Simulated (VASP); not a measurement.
WSe2: single point with r2SCAN

WSe2:

```
W Se
1.0
     3.24881    0.00000    0.00000
    -1.62441    2.81355    0.00000
     0.00000    0.00000   13.85810
W Se
2 4
Direct
  0.66667 0.33333 0.75000
  0.33333 0.66667 0.25000
  0.33333 0.66667 0.87164
  0.66667 0.33333 0.37164
  0.33333 0.66667 0.62836
  0.66667 0.33333 0.12836
```

```json
{"Program": "VASP 6.6.1", "Task": "single point", "Functional": "r2SCAN", "Potentials or basis": "VASP PAW PBE potentials, release 64 (W_sv, Se)", "Cutoff": "520 eV", "k mesh": "12 × 12 × 2", "Occupations": "gaussian, width 0.02 eV", "Spin": "no spin polarisation", "Dipole correction": "no", "Further INCAR settings": "ALGO = Normal; EDIFF = 1e-07; NBANDS = 35"}
```

* Pressure: 3.6 GPa
* Largest force: 0.050 eV/Å
* Band gap on the k mesh: 1.39 eV (least direct gap 1.86 eV)

Forces on the atoms (eV/Å):
```
W    0.000  0.000  0.000
W    0.000  0.000  0.000
Se   0.000  0.000  0.050
Se   0.000  0.000  0.050
Se   0.000  0.000 -0.050
Se   0.000  0.000 -0.050
```

Stress tensor (GPa, compression positive):
```
5.19 0.00 0.00
0.00 5.19 0.00
0.00 0.00 0.40
```

Levels at points of the mesh, in eV from the valence-band top:
```csv
k point,band 22,band 23,band 24,band 25,band 26,band 27,band 28,band 29,band 30,band 31
"(0.00, 0.00, 0.00)",-1.27,-1.25,-1.25,-0.96,-0.06,3.19,3.19,3.21,3.21,3.29
"(0.50, 0.00, 0.00)",-2.47,-1.21,-1.16,-1.03,-0.92,2.70,2.71,2.84,3.11,3.65
"(0.00, 0.00, 0.50)",-1.26,-1.26,-1.26,-0.33,-0.33,3.19,3.19,3.19,3.19,3.33
"(0.50, 0.00, 0.50)",-2.52,-1.18,-1.18,-0.98,-0.98,2.70,2.70,2.99,2.99,3.97
```

Wall time 7.9 min on 1 thread of Intel(R) Xeon(R) Platinum 8259CL CPU @ 2.50GHz (Skylake/Cascade Lake), on a shared host, peak memory 0.34 GiB.

Caveat: the cell stands under pressure; the PAW data sets were made with another functional, which shifts forces and pressure a little; spin-orbit coupling is left out, which moves the levels of the heavy elements. A k mesh can miss the band edges.
